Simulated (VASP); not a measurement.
# Cl (Cmce) in VASP: single point with r2SCAN

Aim: the single point of Cl with r2SCAN.

Program: VASP 6.6.1. These are calculated values, not measurements. Logs are shortened: lines on timing, memory, paths and dates and some standing lists are left out, and cuts for length are marked.

## 1. The cell of the first run

Symmetry: Cmce, No. 64, orthorhombic system. Conventional cell: a = 5.772 Å, b = 3.783 Å, c = 7.838 Å, α = 90.00°, β = 90.00°, γ = 90.00°. Cl (site symmetry m) has 1 Cl at 2.02 Å within 2.7 Å.

## 2. Single point, r2SCAN

POSCAR

```
Cl
1.0
   -2.8861453492      0.0000000000      1.8917251724
    0.0000000000     -7.8383435748      0.0000000000
    2.8861453492      0.0000000000      1.8917251724
Cl
4
Direct
    0.1352098155      0.8892531845      0.1352098155
    0.6352098155      0.6107468155      0.6352098155
    0.8647901845      0.1107468155      0.8647901845
    0.3647901845      0.3892531845      0.3647901845
```

INCAR.step1

```
SYSTEM = Cl
PREC = Accurate ; ENCUT = 520
ISMEAR = -1 ; SIGMA = 0.1
LREAL = .False. ; LASPH = .True.
NELM = 60 ; NBANDS = 22
GGA = PE ; ALGO = Normal
EDIFF = 1E-4 ; LWAVE = .True.
LCHARG = .False.
```

INCAR.step2

```
SYSTEM = Cl
PREC = Accurate ; ENCUT = 520
EDIFF = 1E-7 ; ISMEAR = -1
SIGMA = 0.1 ; LREAL = .False.
LASPH = .True. ; NELM = 60
ALGO = Normal ; ISIF = 2
LWAVE = .False. ; LCHARG = .True.
METAGGA = R2SCAN ; LMIXTAU = .True.
LELF = .True. ; LVHAR = .True.
NBANDS = 22 ; ISTART = 1
```

KPOINTS

```
Automatic mesh
0
Gamma
  8 4 8
  0 0 0
```

Potentials or basis: VASP PAW PBE potentials, release 64 (Cl).

On the command line:

```
> cat potpaw_PBE.64/Cl/POTCAR > POTCAR
> cp INCAR.step1 INCAR
> mpirun -np 1 vasp_std > vasp.out
> cp INCAR.step2 INCAR
> mpirun -np 1 vasp_std > vasp.out
```

OUTCAR:

```text
SYSTEM = Cl
   PREC = Accurate
   ENCUT = 520
   EDIFF = 1E-7
   ISMEAR = -1
   LREAL = .False.
   LASPH = .True.
   NELM = 60
   ISIF = 2
   METAGGA = R2SCAN
   ISTART = 1

 ion  position               nearest neighbor table
   1  0.135  0.889  0.135-   3 2.02
   2  0.635  0.611  0.635-   4 2.02
   3  0.865  0.111  0.865-   1 2.02
   4  0.365  0.389  0.365-   2 2.02

  LATTYP: Found a base centered orthorhombic cell.
 ALAT       =     3.7834503448
 B/A-ratio  =     1.5256684170
 C/A-ratio  =     2.0717447992

  Lattice vectors:

 A1 = (   2.8861453492,   0.0000000000,   1.8917251724)
 A2 = (  -2.8861453492,   0.0000000000,   1.8917251724)
 A3 = (   0.0000000000,  -7.8383435748,   0.0000000000)

Analysis of symmetry for initial positions (statically):
=====================================================================
 Subroutine PRICEL returns:
 Original cell was already a primitive cell.

 Routine SETGRP: Setting up the symmetry group for a
 base centered orthorhombic supercell.

 Subroutine GETGRP returns: Found  8 space group operations
 (whereof  4 operations were pure point group operations)
 out of a pool of  8 trial point group operations.

The static configuration has the point symmetry C_2h.
 The point group associated with its full space group is D_2h.

Analysis of symmetry for dynamics (positions and initial velocities):
=====================================================================
 Subroutine PRICEL returns:
 Original cell was already a primitive cell.

 Routine SETGRP: Setting up the symmetry group for a
 base centered orthorhombic supercell.

 Subroutine GETGRP returns: Found  8 space group operations
 (whereof  4 operations were pure point group operations)
 out of a pool of  8 trial point group operations.

The dynamic configuration has the point symmetry C_2h.
 The point group associated with its full space group is D_2h.

 Subroutine INISYM returns: Found  8 space group operations
 (whereof  4 operations are pure point group operations),
 and found     1 'primitive' translations

----------------------------------------------------------------------------------------

                                     Primitive cell

  volume of cell :      85.5915

  direct lattice vectors                    reciprocal lattice vectors
    -2.886145349  0.000000000  1.891725172    -0.173241448  0.000000000  0.264309006
     0.000000000 -7.838343575  0.000000000     0.000000000 -0.127577975  0.000000000
     2.886145349  0.000000000  1.891725172     0.173241448  0.000000000  0.264309006

  length of vectors
     3.450863530  7.838343575  3.450863530     0.316025078  0.127577975  0.316025078

  position of ions in fractional coordinates (direct lattice)
     0.135209815  0.889253184  0.135209815
     0.635209815  0.610746816  0.635209815
     0.864790185  0.110746816  0.864790185
     0.364790185  0.389253184  0.364790185

  ion indices of the primitive-cell ions
   primitive index   ion index
                 1           1
                 2           2
                 3           3
                 4           4

----------------------------------------------------------------------------------------

 KPOINTS: Automatic mesh

Automatic generation of k-mesh.
 Grid dimensions read from file:
 generate k-points for:    8    4    8

 Generating k-lattice:

  Cartesian coordinates                     Fractional coordinates (reciprocal lattice)
    -0.021655181  0.000000000  0.033038626     0.125000000  0.000000000 -0.000000000
     0.000000000 -0.031894494  0.000000000     0.000000000  0.250000000  0.000000000
     0.021655181  0.000000000  0.033038626    -0.000000000  0.000000000  0.125000000

  Length of vectors
     0.039503135  0.031894494  0.039503135

  Shift w.r.t. Gamma in fractional coordinates (k-lattice)
     0.000000000  0.000000000  0.000000000

 Subroutine IBZKPT returns following result:
 ===========================================

 Found     63 irreducible k-points:

 Following reciprocal coordinates:
            Coordinates               Weight
  0.000000  0.000000  0.000000      1.000000
  0.125000  0.000000 -0.000000      4.000000
  0.250000  0.000000 -0.000000      4.000000
  0.375000  0.000000 -0.000000      4.000000
  0.500000  0.000000 -0.000000      2.000000
  0.000000  0.250000  0.000000      2.000000
[... 16 lines left out ...]
  0.125000  0.250000  0.125000      4.000000
  0.250000  0.250000  0.125000      8.000000
 [... further k-points ...]
   k-points           NKPTS =     63   k-points in BZ     NKDIM =     63   number of bands    NBANDS=     22
   number of dos      NEDOS =    301   number of ions     NIONS =      4
   total plane-waves  NPLWV =  47040
   dimension x,y,z NGX =    28 NGY =   60 NGZ =   28
   dimension x,y,z NGXF=    56 NGYF=  120 NGZF=   56
   ions per type =               4
   NGX,Y,Z   is equivalent  to a cutoff of  13.49, 12.73, 13.49 a.u.
   NGXF,Y,Z  is equivalent  to a cutoff of  26.98, 25.45, 26.98 a.u.
 SYSTEM =  Cl
   PREC   = accura    normal or accurate (medium, high low for compatibility)
   ISTART =      1    job   : 0-new  1-cont  2-samecut
   ICHARG =      0    charge: 1-file 2-atom 10-const
   ISPIN  =      1    spin polarized calculation?
   LNONCOLLINEAR =      F non collinear calculations
   LSORBIT =      F    spin-orbit coupling
   LASPH  =      T    aspherical Exc in radial PAW
   ENCUT  =  520.0 eV  38.22 Ry    6.18 a.u.   6.42 14.57  6.42*2*pi/ulx,y,z
   NELM   =     60;   NELMIN=  2; NELMDL=  0     # of ELM steps
   EDIFF  = 0.1E-06   stopping-criterion for ELM
   LREAL  =      F    real-space projection
   EDIFFG = 0.1E-05   stopping-criterion for IOM
   NSW    =      0    number of steps for IOM
   IBRION =     -1    ionic relax: 0-MD 1-quasi-New 2-CG
   NFREE  =      0    steps in history (QN), initial steepest desc. (CG)
   ISIF   =      2    stress and relaxation
   ISYM   =      2    0-nonsym 1-usesym 2-fastsym
   POTIM  = 0.5000    time-step for ionic-motion
   TEBEG  =    0.0;   TEEND  =   0.0 temperature during run
   PSTRESS=    0.0 pullay stress
   NELECT =      28.0000    total number of electrons
   NUPDOWN=      -1.0000    fix difference up-down
   EMIN   =  10.00;   EMAX   =-10.00  energy-range for DOS
   EFERMI =   0.00;   METHOD = LEGACY
   ISMEAR =    -1;   SIGMA  =   0.10  broadening in eV -4-tet -1-fermi 0-gaus
   EFERMI_NEDOS =   21; number of points for ismear=-14 and -15
   IALGO  =     38    algorithm
   IMIX   =      4    mixing-type and parameters
     AMIX     =   0.40;   BMIX     =  1.00
     AMIX_MAG =   1.60;   BMIX_MAG =  1.00
  volume/ion in A,a.u.               =      21.40       144.40
  Fermi-wavevector in a.u.,A,eV,Ry     =   1.128021  2.131651 17.312492  1.272432
  Thomas-Fermi vector in A             =   2.264710
   LORBIT       =      0    0 simple, 1 ext, 2 COOP (PROOUT), +10 PAW based schemes
   METAGGA = R2SCAN    functional components
   LHFCALC =     F    Hartree Fock is set to
   AEXX    =    0.0000 exact exchange contribution
   IVDW    =     0    specifies the selected vdW correction
   LEPSILON=     F    determine dielectric tensor
   LRPA    =     F    only Hartree local field effects (RPA)
 non-spin polarized calculation
  energy-cutoff  :      520.00
  volume of cell :       85.59
 maximum number of plane-waves:      2332
 NGX is ok and might be reduce to    28
   NGX = 13   NGY = 29   NGZ = 13

 number of electron      27.9999996 magnetization

 Free energy of the ion-electron system (eV)
  ---------------------------------------------------
  ext. energy  EPLUGINS =         0.00000000
  ---------------------------------------------------
  free energy    TOTEN  =       -24.31352190 eV

  energy without entropy =      -24.31351927  energy(sigma->0) =      -24.31352059

 E-fermi :   3.0391     XC(G=0):  -9.7640

 val. band max:        1.7617099149   @ k =   0.0000   0.0000   0.0000
 cond. band min:       4.2868368398   @ k =   0.5000   0.0000   0.5000
 fundamental gap:      2.5251269248
 Fermi energy:         3.0390567895

 k-point     1 :       0.0000    0.0000    0.0000
  band No.  band energies     occupation
      1     -16.4064      2.00000
      2     -15.8191      2.00000
      3     -12.4980      2.00000
      4     -10.8932      2.00000
      5      -4.7690      2.00000
      6      -2.6485      2.00000
[... 14 lines left out ...]
     21      13.2037      0.00000
     22      13.3174      0.00000

 k-point     2 :       0.1250    0.0000   -0.0000
  band No.  band energies     occupation
      1     -16.3273      2.00000
      2     -15.7752      2.00000
      3     -12.4263      2.00000
      4     -10.9481      2.00000
      5      -4.7503      2.00000
      6      -2.7758      2.00000
[... 14 lines left out ...]
     21      12.8380      0.00000
     22      13.1890      0.00000

 k-point     3 :       0.2500    0.0000   -0.0000
  band No.  band energies     occupation
      1     -16.1169      2.00000
      2     -15.6750      2.00000
      3     -12.2320      2.00000
      4     -11.1136      2.00000
      5      -4.7260      2.00000
      6      -3.2286      2.00000
[... 14 lines left out ...]
     21      12.7892      0.00000
     22      13.7207      0.00000

 k-point     4 :       0.3750    0.0000   -0.0000
  band No.  band energies     occupation
      1     -15.8549      2.00000
      2     -15.6034      2.00000
      3     -11.9645      2.00000
      4     -11.3711      2.00000
      5      -4.6893      2.00000
      6      -3.9265      2.00000
[... 14 lines left out ...]
     21      13.1860      0.00000
     22      14.9112      0.00000

 k-point     5 :       0.5000    0.0000   -0.0000
  band No.  band energies     occupation
      1     -15.6562      2.00000
      2     -15.6562      2.00000
      3     -11.6690      2.00000
      4     -11.6690      2.00000
      5      -4.4660      2.00000
      6      -4.4660      2.00000
[... 417 lines left out ...]
 k-point    22 :      -0.1250    0.0000    0.1250
  band No.  band energies     occupation
      1     -16.3272      2.00000
      2     -15.7569      2.00000
      3     -12.4204      2.00000
      4     -10.8750      2.00000
      5      -4.7168      2.00000
      6      -2.7019      2.00000
[... 14 lines left out ...]
     21      13.3954      0.00000
     22      13.5677      0.00000

 k-point    23 :       0.1250    0.2500    0.1250
  band No.  band energies     occupation
      1     -16.1239      2.00000
      2     -15.7988      2.00000
      3     -12.1229      2.00000
      4     -11.2901      2.00000
      5      -4.5340      2.00000
      6      -3.3958      2.00000
[... 14 lines left out ...]
     21      12.9652      0.00000
     22      13.2666      0.00000

 k-point    24 :       0.2500    0.2500    0.1250
  band No.  band energies     occupation
      1     -15.8984      2.00000
      2     -15.6861      2.00000
      3     -11.9511      2.00000
      4     -11.4394      2.00000
      5      -4.5322      2.00000
      6      -3.7297      2.00000
[... 14 lines left out ...]
     21      13.2885      0.00000
     22      13.8762      0.00000

 [... further k-points ...]
[... 5 lines left out ...]
  --------------------------------------------------------------------------------------
  -------------------------------------------------------------------------------------
  Total        2.5951018      2.0643524      2.4192514      0.0000000     -0.0000000      0.0000000
  in kB       48.5774203     38.6423809     45.2856966      0.0000000     -0.0000000      0.0000000
  external PRESSURE =      44.1684993 kB  Pullay stress =       0.0000000 kB

 VOLUME and BASIS-vectors are now :
 -----------------------------------------------------------------------------
  energy-cutoff  :      520.00
  volume of cell :       85.59
      direct lattice vectors                 reciprocal lattice vectors
    -2.886145349  0.000000000  1.891725172    -0.173241448  0.000000000  0.264309006
     0.000000000 -7.838343575  0.000000000     0.000000000 -0.127577975  0.000000000
     2.886145349  0.000000000  1.891725172     0.173241448  0.000000000  0.264309006

 POSITION                                       TOTAL-FORCE (eV/Angst)
 -----------------------------------------------------------------------------------
      0.00000     -6.97027      0.51156         0.000000     -0.160197     -0.093807
      0.00000     -4.78724      2.40328         0.000000      0.160197     -0.093807
      0.00000     -0.86807      3.27189         0.000000      0.160197      0.093807
      0.00000     -3.05110      1.38017         0.000000     -0.160197      0.093807
 -----------------------------------------------------------------------------------
    total drift:                               -0.000000     -0.000000      0.000000

  FREE ENERGIE OF THE ION-ELECTRON SYSTEM (eV)
  ---------------------------------------------------
  free  energy   TOTEN  =       -24.3135219048 eV

  energy  without entropy=      -24.3135192749  energy(sigma->0) =      -24.31352059
```

Run time: 8.8 min. Hardware: 1 thread of Intel Xeon 8259CL, shared host; peak memory 0.26 GiB.

What came out:

- Free energy: -24.3135 eV
- Pressure: 4.4 GPa
- Largest force: 0.186 eV/Å
- Band gap on the k mesh: 2.53 eV (least direct gap 2.57 eV)

Forces on the atoms (eV/Å):
```
Cl   0.000 -0.160 -0.094
Cl   0.000  0.160 -0.094
Cl   0.000  0.160  0.094
Cl   0.000 -0.160  0.094
```

Caveat: the cell stands under pressure; the PAW data sets were made with another functional, which shifts forces and pressure a little. r2SCAN opens gaps a little over a GGA but as a rule still falls short of measured ones.
